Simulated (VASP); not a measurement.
Set up this calculation in VASP 6.6.1, as the native input.

```
Task                   : single point
Functional             : PBE
Potentials or basis    : VASP PAW PBE potentials, release 64 (Hf_pv, Ta_pv, N)
Cutoff                 : 520 eV
k mesh                 : 6 × 6 × 10
Occupations            : gaussian, width 0.1 eV
Spin                   : no spin polarisation
Dipole correction      : no
Further INCAR settings : ALGO = Normal; EDIFF = 1e-06; NBANDS = 34
```

The structure of Hf2TaN4 lies in POSCAR:

```
Hf2TaN4
1.0
    3.2308728467     -4.3946959443      0.0000000000
    3.2308728467      4.3946959443      0.0000000000
    0.0000000000      0.0000000000      3.1508633794
Hf Ta N
2 1 4
Direct
    0.5000000000      0.0000000000      0.5000000000
    0.0000000000      0.5000000000      0.5000000000
    0.0000000000      0.0000000000      0.0000000000
    0.2432838415      0.7567161585      0.0000000000
    0.7567161585      0.2432838415      0.0000000000
    0.2167850987      0.2167850987      0.5000000000
    0.7832149013      0.7832149013      0.5000000000
```

The cell was generated, and may not be a known phase.

These files were run (other wordings do the same):

INCAR

```
SYSTEM = Hf2TaN4
  PREC = Accurate
  ENCUT = 520
  EDIFF = 1E-6
  ISMEAR = 0
  SIGMA = 0.1
  LREAL = .False.
  LASPH = .True.
  NELM = 100
  ALGO = Normal
  ISIF = 2
  LWAVE = .False.
  LCHARG = .True.
  GGA = PE
  LELF = .True.
  LVHAR = .True.
  NBANDS = 34
```

KPOINTS

```
Automatic mesh
0
Gamma
  6 6 10
  0 0 0
```

Potentials or basis: VASP PAW PBE potentials, release 64 (Hf_pv, Ta_pv, N).

Run with:

```bash
$ cat potpaw_PBE.64/Hf_pv/POTCAR potpaw_PBE.64/Ta_pv/POTCAR potpaw_PBE.64/N/POTCAR > POTCAR
$ mpirun -np 1 vasp_std > vasp.out
```

It gave:

```yaml
Pressure: -1.0 GPa
Largest_force: 0.049 eV/Å
Band_gap_on_the_k_mesh: zero (an odd number of electrons rules out a gap without spin polarisation)
```

Caveat: spin-orbit coupling is left out, which moves the levels of the heavy elements; an odd number of electrons without spin polarisation forces a metal; a magnetic or distorted state may lie lower.

Wall time 6 min on 1 thread of Intel Xeon 8259CL (shared host), peak memory 0.35 GiB.
